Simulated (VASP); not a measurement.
# SnO (zincblende type) (F-43m) in VASP: relaxation of cell and atoms with PBE

Aim: the relaxation of cell and atoms of SnO (zincblende type) with PBE.

All numbers are computed with VASP 6.6.1; they aren't measurements. Logs are shortened: lines on timing, memory, paths and dates and some standing lists are left out, and cuts for length are marked.

**1. The cell of the first run**

Symmetry: F-43m, No. 216, cubic system. The conventional cell has a = 4.557 Å, b = 4.557 Å, c = 4.557 Å, α = 90.00°, β = 90.00°, γ = 90.00°. Within 2.6 Å of Sn (site symmetry -43m) lie 4 O at 1.97 Å. Within 2.6 Å of O (site symmetry -43m) lie 4 Sn at 1.97 Å.

**2. Relaxation of cell and atoms, PBE**

INCAR reads:

```
ALGO = Normal
EDIFF = 1E-7
EDIFFG = -0.005
ENCUT = 1340
GGA = PE
GGA_COMPAT = False
IBRION = 2
ISIF = 3
ISMEAR = -1
LASPH = True
LCHARG = False
LREAL = False
LWAVE = False
NELM = 120
NELMIN = 4
NSW = 100
PREC = Accurate
SIGMA = 0.08
```

KPOINTS reads:

```
k-points
0
Gamma
  12 12 12
```

POSCAR reads:

```
SnO
1.0
    0.0000000000      2.2784552067      2.2784552067
    2.2784552067      0.0000000000      2.2784552067
    2.2784552067      2.2784552067      0.0000000000
Sn O
1 1
Direct
    0.0000000000      0.0000000000      0.0000000000
    0.2500000000      0.2500000000      0.2500000000
```

Potentials or basis: VASP PAW PBE potentials, release 64 (Sn_d, O_h).

The run is started by

```
> cat potpaw_PBE.64/Sn_d/POTCAR potpaw_PBE.64/O_h/POTCAR > POTCAR
> mpirun -np 1 vasp_std > vasp.out
```

OUTCAR:

```text
EDIFF = 1E-7
   EDIFFG = -0.005
   ENCUT = 1340
   GGA = PE
   IBRION = 2
   ISIF = 3
   ISMEAR = -1
   LASPH = True
   LREAL = False
   NELM = 120
   NELMIN = 4
   NSW = 100
   PREC = Accurate

 ion  position               nearest neighbor table
   1  0.000  0.000  0.000-   2 1.97   2 1.97   2 1.97   2 1.97
   2  0.250  0.250  0.250-   1 1.97   1 1.97   1 1.97   1 1.97

  LATTYP: Found a face centered cubic cell.
 ALAT       =     4.5569104134

  Lattice vectors:

 A1 = (   0.0000000000,   2.2784552067,   2.2784552067)
 A2 = (   2.2784552067,   0.0000000000,   2.2784552067)
 A3 = (   2.2784552067,   2.2784552067,   0.0000000000)

Analysis of symmetry for initial positions (statically):
=====================================================================
 Subroutine PRICEL returns:
 Original cell was already a primitive cell.

 Routine SETGRP: Setting up the symmetry group for a
 face centered cubic supercell.

 Subroutine GETGRP returns: Found 24 space group operations
 (whereof 24 operations were pure point group operations)
 out of a pool of 48 trial point group operations.

The static configuration has the point symmetry T_d .

Analysis of symmetry for dynamics (positions and initial velocities):
=====================================================================
 Subroutine PRICEL returns:
 Original cell was already a primitive cell.

 Routine SETGRP: Setting up the symmetry group for a
 face centered cubic supercell.

 Subroutine GETGRP returns: Found 24 space group operations
 (whereof 24 operations were pure point group operations)
 out of a pool of 48 trial point group operations.

The dynamic configuration has the point symmetry T_d .

 Subroutine INISYM returns: Found 24 space group operations
 (whereof 24 operations are pure point group operations),
 and found     1 'primitive' translations

----------------------------------------------------------------------------------------

                                     Primitive cell

  volume of cell :      23.6566

  direct lattice vectors                    reciprocal lattice vectors
     0.000000000  2.278455207  2.278455207    -0.219446930  0.219446930  0.219446930
     2.278455207  0.000000000  2.278455207     0.219446930 -0.219446930  0.219446930
     2.278455207  2.278455207  0.000000000     0.219446930  0.219446930 -0.219446930

  length of vectors
     3.222222255  3.222222255  3.222222255     0.380093232  0.380093232  0.380093232

  position of ions in fractional coordinates (direct lattice)
     0.000000000  0.000000000  0.000000000
     0.250000000  0.250000000  0.250000000

  ion indices of the primitive-cell ions
   primitive index   ion index
                 1           1
                 2           2

----------------------------------------------------------------------------------------

 KPOINTS: k-points

Automatic generation of k-mesh.
 Grid dimensions read from file:
 generate k-points for:   12   12   12

 Generating k-lattice:

  Cartesian coordinates                     Fractional coordinates (reciprocal lattice)
    -0.018287244  0.018287244  0.018287244     0.083333333  0.000000000  0.000000000
     0.018287244 -0.018287244  0.018287244     0.000000000  0.083333333  0.000000000
     0.018287244  0.018287244 -0.018287244     0.000000000  0.000000000  0.083333333

  Length of vectors
     0.031674436  0.031674436  0.031674436

  Shift w.r.t. Gamma in fractional coordinates (k-lattice)
     0.000000000  0.000000000  0.000000000

 Subroutine IBZKPT returns following result:
 ===========================================

 Found     72 irreducible k-points:

 Following reciprocal coordinates:
            Coordinates               Weight
  0.000000  0.000000  0.000000      1.000000
  0.083333  0.000000  0.000000      8.000000
  0.166667  0.000000  0.000000      8.000000
  0.250000  0.000000  0.000000      8.000000
  0.333333  0.000000  0.000000      8.000000
  0.416667  0.000000  0.000000      8.000000
[... 16 lines left out ...]
  0.500000  0.166667  0.000000     24.000000
 -0.416667  0.166667  0.000000     24.000000
 [... further k-points ...]
   k-points           NKPTS =     72   k-points in BZ     NKDIM =     72   number of bands    NBANDS=     14
   number of dos      NEDOS =    301   number of ions     NIONS =      2
   total plane-waves  NPLWV =  64000
   dimension x,y,z NGX =    40 NGY =   40 NGZ =   40
   dimension x,y,z NGXF=    80 NGYF=   80 NGZF=   80
   ions per type =               1   1
   NGX,Y,Z   is equivalent  to a cutoff of  20.64, 20.64, 20.64 a.u.
   NGXF,Y,Z  is equivalent  to a cutoff of  41.27, 41.27, 41.27 a.u.
 SYSTEM =  unknown system
   PREC   = accura    normal or accurate (medium, high low for compatibility)
   ISTART =      0    job   : 0-new  1-cont  2-samecut
   ICHARG =      2    charge: 1-file 2-atom 10-const
   ISPIN  =      1    spin polarized calculation?
   LNONCOLLINEAR =      F non collinear calculations
   LSORBIT =      F    spin-orbit coupling
   LASPH  =      T    aspherical Exc in radial PAW
   ENCUT  = 1340.0 eV  98.49 Ry    9.92 a.u.   9.62  9.62  9.62*2*pi/ulx,y,z
   NELM   =    120;   NELMIN=  4; NELMDL= -5     # of ELM steps
   EDIFF  = 0.1E-06   stopping-criterion for ELM
   LREAL  =      F    real-space projection
   EDIFFG = -.5E-02   stopping-criterion for IOM
   NSW    =    100    number of steps for IOM
   IBRION =      2    ionic relax: 0-MD 1-quasi-New 2-CG
   NFREE  =      1    steps in history (QN), initial steepest desc. (CG)
   ISIF   =      3    stress and relaxation
   ISYM   =      2    0-nonsym 1-usesym 2-fastsym
   POTIM  = 0.5000    time-step for ionic-motion
   TEBEG  =    0.0;   TEEND  =   0.0 temperature during run
   PSTRESS=    0.0 pullay stress
   NELECT =      20.0000    total number of electrons
   NUPDOWN=      -1.0000    fix difference up-down
   EMIN   =  10.00;   EMAX   =-10.00  energy-range for DOS
   EFERMI =   0.00;   METHOD = LEGACY
   ISMEAR =    -1;   SIGMA  =   0.08  broadening in eV -4-tet -1-fermi 0-gaus
   EFERMI_NEDOS =   21; number of points for ismear=-14 and -15
   IALGO  =     38    algorithm
   IMIX   =      4    mixing-type and parameters
     AMIX     =   0.40;   BMIX     =  1.00
     AMIX_MAG =   1.60;   BMIX_MAG =  1.00
  volume/ion in A,a.u.               =      11.83        79.82
  Fermi-wavevector in a.u.,A,eV,Ry     =   1.547988  2.925274 32.603202  2.396268
  Thomas-Fermi vector in A             =   2.653003
   LORBIT       =      0    0 simple, 1 ext, 2 COOP (PROOUT), +10 PAW based schemes
   GGA     = PE    functional components
   LHFCALC =     F    Hartree Fock is set to
   AEXX    =    0.0000 exact exchange contribution
   IVDW    =     0    specifies the selected vdW correction
   LEPSILON=     F    determine dielectric tensor
   LRPA    =     F    only Hartree local field effects (RPA)
 conjugate gradient relaxation of ions
 non-spin polarized calculation
  energy-cutoff  :     1340.00
  volume of cell :       23.66
 maximum number of plane-waves:      2685
   NGX = 19   NGY = 19   NGZ = 19

--------------------------------------- Ionic step        1  -------------------------------------------

 number of electron      20.0000001 magnetization

 Free energy of the ion-electron system (eV)
  ---------------------------------------------------
  ext. energy  EPLUGINS =         0.00000000
  ---------------------------------------------------
  free energy    TOTEN  =        -7.13468724 eV

  energy without entropy =       -7.13112780  energy(sigma->0) =       -7.13290752

 E-fermi :  14.8899     XC(G=0): -12.5069

 val. band max:       14.6822427814   @ k =  -0.3333   0.3333   0.1667
 cond. band min:      15.1050790560   @ k =  -0.3333   0.3333   0.0000
 fundamental gap:      0.4228362747
 Fermi energy:        14.8898937611

 k-point     1 :       0.0000    0.0000    0.0000
  band No.  band energies     occupation
      1     -10.2995      2.00000
      2      -9.2052      2.00000
      3      -9.2052      2.00000
      4      -9.2052      2.00000
      5      -8.7962      2.00000
      6      -8.7962      2.00000
      7       7.3521      2.00000
      8       7.5569      2.00000
      9       7.5569      2.00000
     10       7.5569      2.00000
     11      20.4100      0.00000
     12      20.4100      0.00000
     13      20.4100      0.00000
     14      27.2579      0.00000

 k-point     2 :       0.0833    0.0000    0.0000
  band No.  band energies     occupation
      1     -10.3725      2.00000
      2      -9.1913      2.00000
      3      -9.1913      2.00000
      4      -9.0457      2.00000
      5      -8.7971      2.00000
      6      -8.7971      2.00000
      7       6.3496      2.00000
      8       7.4968      2.00000
      9       7.4968      2.00000
     10       8.4975      2.00000
     11      19.7726      0.00000
     12      20.4909      0.00000
     13      20.4909      0.00000
     14      26.4546      0.00000
[... 912 lines left out ...]
 VOLUME and BASIS-vectors are now :
 -----------------------------------------------------------------------------
  energy-cutoff  :     1340.00
  volume of cell :       41.21
      direct lattice vectors                 reciprocal lattice vectors
     0.000000000  2.741525593  2.741525593    -0.182380205  0.182380205  0.182380205
     2.741525593 -0.000000000  2.741525593     0.182380205 -0.182380205  0.182380205
     2.741525593  2.741525593 -0.000000000     0.182380205  0.182380205 -0.182380205

 POSITION                                       TOTAL-FORCE (eV/Angst)
 -----------------------------------------------------------------------------------
      2.74153      2.74153      5.48305         0.000000      0.000000      0.000000
      1.37076      1.37076      1.37076        -0.000000     -0.000000     -0.000000
 -----------------------------------------------------------------------------------
    total drift:                                0.000000      0.000000     -0.000000

  FREE ENERGIE OF THE ION-ELECTRON SYSTEM (eV)
  ---------------------------------------------------
  free  energy   TOTEN  =       -10.4571050355 eV

  energy  without entropy=      -10.4484272519  energy(sigma->0) =      -10.45276614

--------------------------------------- Ionic step        5  -------------------------------------------

 number of electron      19.9999999 magnetization

 Free energy of the ion-electron system (eV)
  ---------------------------------------------------
  ext. energy  EPLUGINS =         0.00000000
  ---------------------------------------------------
  free energy    TOTEN  =       -10.45721930 eV

  energy without entropy =      -10.44850266  energy(sigma->0) =      -10.45286098

 E-fermi :   5.8925     XC(G=0):  -9.4958

 val. band max:        5.8702578740   @ k =  -0.3333   0.5000   0.1667
 cond. band min:       5.9141341635   @ k =  -0.2500   0.5000   0.2500
 fundamental gap:      0.0438762895
 Fermi energy:         5.8925342309

 k-point     1 :       0.0000    0.0000    0.0000
  band No.  band energies     occupation
      1     -15.7839      2.00000
      2     -15.7839      2.00000
      3     -15.7839      2.00000
      4     -15.7457      2.00000
      5     -15.7457      2.00000
      6     -12.7737      2.00000
      7      -0.3399      2.00000
      8       2.4326      2.00000
      9       2.4326      2.00000
     10       2.4326      2.00000
     11      10.3150      0.00000
     12      10.3150      0.00000
     13      10.3150      0.00000
     14      14.7624      0.00000

 k-point     2 :       0.0833    0.0000    0.0000
  band No.  band energies     occupation
      1     -15.7911      2.00000
      2     -15.7820      2.00000
      3     -15.7820      2.00000
      4     -15.7457      2.00000
      5     -15.7457      2.00000
      6     -12.7390      2.00000
      7      -0.4669      2.00000
      8       2.4026      2.00000
      9       2.4026      2.00000
     10       2.5528      2.00000
     11       9.8953      0.00000
     12      10.3494      0.00000
     13      10.3494      0.00000
     14      15.2282      0.00000
[... 387 lines left out ...]
 VOLUME and BASIS-vectors are now :
 -----------------------------------------------------------------------------
  energy-cutoff  :     1340.00
  volume of cell :       41.04
      direct lattice vectors                 reciprocal lattice vectors
    -0.000000000  2.737815073  2.737815073    -0.182627382  0.182627382  0.182627382
     2.737815073 -0.000000000  2.737815073     0.182627382 -0.182627382  0.182627382
     2.737815073  2.737815073 -0.000000000     0.182627382  0.182627382 -0.182627382

 POSITION                                       TOTAL-FORCE (eV/Angst)
 -----------------------------------------------------------------------------------
      0.00000      0.00000     -0.00000        -0.000000     -0.000000      0.000000
      1.36891      1.36891      1.36891         0.000000      0.000000     -0.000000
 -----------------------------------------------------------------------------------
    total drift:                                0.000000      0.000000     -0.000000

  FREE ENERGIE OF THE ION-ELECTRON SYSTEM (eV)
  ---------------------------------------------------
  free  energy   TOTEN  =       -10.4572193029 eV

  energy  without entropy=      -10.4485026571  energy(sigma->0) =      -10.45286098

 reached required accuracy - stopping structural energy minimisation
```

Run time: 6.1 min. Hardware: 1 thread of AMD EPYC 7R13 (Zen 3), shared host; peak memory 0.29 GiB.

Results:

```
Free energy                           : -10.4572 eV
Relaxed volume                        : 20.52 Å³/atom
Relaxed cell                          : a = 3.872 Å, b = 3.872 Å, c = 3.872 Å, α = 60.00°, β = 60.00°, γ = 60.00°
Space group after relaxing (to 0.1 Å) : F-43m (No. 216)
Energy gained by relaxing             : 1661.3 meV/atom
Ionic steps                           : 5
Pressure after relaxing               : 0.0 GPa
Band gap on the k mesh                : zero (bands 10 and 11 overlap by 0.19 eV)
```

The path:
| step | energy change (eV) | largest force (eV/Å) | pressure (GPa) | volume (Å³) |
| --- | --- | --- | --- | --- |
| 1 | 0.0000 | 0.0000 | 98.52 | 23.66 |
| 2 | -2.4429 | 0.0000 | -13.20 | 58.32 |
| 3 | -3.3204 | 0.0000 | 1.03 | 40.40 |
| 4 | -3.3224 | 0.0000 | -0.24 | 41.21 |
| 5 | -3.3225 | 0.0000 | 0.02 | 41.04 |

Final structure:
```yaml
crystal:
  lattice:
    - [0.00000, 2.73782, 2.73782]
    - [2.73782, 0.00000, 2.73782]
    - [2.73782, 2.73782, 0.00000]
  atoms:
    - { symbol: Sn, position: [0.00000, 0.00000, 0.00000] }
    - { symbol: O, position: [0.25000, 0.25000, 0.25000] }
```

Levels at points of the mesh, in eV from the Fermi level:
```csv
k point,band 8,band 9,band 10,band 11,band 12,band 13
"(0.00, 0.00, 0.00)",-3.46,-3.46,-3.46,4.42,4.42,4.42
"(0.50, 0.00, 0.00)",-3.87,-3.87,-2.34,1.71,4.57,4.57
"(0.50, 0.50, 0.00)",-4.59,-4.59,-0.51,-0.17,5.15,5.15
```

Caveat: the volume moved by over 15 % at a fixed basis, so the end points are rough; semilocal functionals underestimate gaps, and a narrow one can read as zero; spin-orbit coupling is left out, which moves the levels of the heavy elements.

The gap in the log of VASP goes by the Fermi energy; the results here count the filled bands.